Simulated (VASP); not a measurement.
Wanted: the native input for a VASP 6.6.1 run.

* Task: single point
* Functional: PBE
* Dispersion: D3(BJ)
* Potentials or basis: VASP PAW PBE potentials, release 64 (Rh_pv)
* Cutoff: 520 eV
* k mesh: 4 × 4 × 1
* Occupations: gaussian, width 0.1 eV
* Spin: no spin polarisation
* Dipole correction: yes
* Further INCAR settings: ALGO = Normal; EDIFF = 1e-07; NBANDS = 102

The structure of Rh lies in POSCAR:

```
Rh
1.0
    5.3647950069      0.0000000000      0.0000000000
   -2.6823975034      4.6460487620      0.0000000000
    0.0000000000      0.0000000000     23.1566367805
Rh
12
Direct
    0.3333333333      0.1666666667      0.3454733119
    0.3333333333      0.6666666667      0.3454733119
    0.8333333333      0.1666666667      0.3454733119
    0.8333333333      0.6666666667      0.3454733119
    0.6652581436      0.3305025479      0.4389925984
    0.6652622459      0.8347099396      0.4389871264
    0.1666684149      0.3333083876      0.4376332951
    0.1694637263      0.8347114476      0.4389887159
    0.0006164169      0.4993562793      0.5303232802
    0.0006115843      0.0011947495      0.5303229282
    0.4987768313      0.4993609141      0.5303250677
    0.5000003672     -0.0000232598      0.5385729242
```

These files were run (other wordings do the same):

INCAR

```
SYSTEM = Rh
  PREC = Accurate
  ENCUT = 520
  EDIFF = 1E-7
  ISMEAR = 0
  SIGMA = 0.1
  LREAL = .False.
  LASPH = .True.
  NELM = 60
  ALGO = Normal
  ISIF = 2
  LWAVE = .False.
  LCHARG = .True.
  LDIPOL = .True.
  IDIPOL = 3
  DIPOL = 0.5 0.5 0.439
  GGA = PE
  IVDW = 12
  LELF = .True.
  LVHAR = .True.
  LVACPOTAV = .True.
  NBANDS = 102
```

KPOINTS

```
Automatic mesh
0
Gamma
  4 4 1
  0 0 0
```

Potentials or basis: VASP PAW PBE potentials, release 64 (Rh_pv).

The run is started by

```sh
$ cat potpaw_PBE.64/Rh_pv/POTCAR > POTCAR
$ mpirun -np 1 vasp_std > vasp.out
```

Results of the run:

| Quantity | Value |
| --- | --- |
| Largest force | 1.085 eV/Å |
| Band gap on the k mesh | zero (bands 90 and 91 overlap by 0.74 eV) |
| Dispersion energy per atom | -0.432 eV |

It took 53 min on 1 thread of AMD EPYC 7R13 (shared host), peak memory 0.78 GiB.
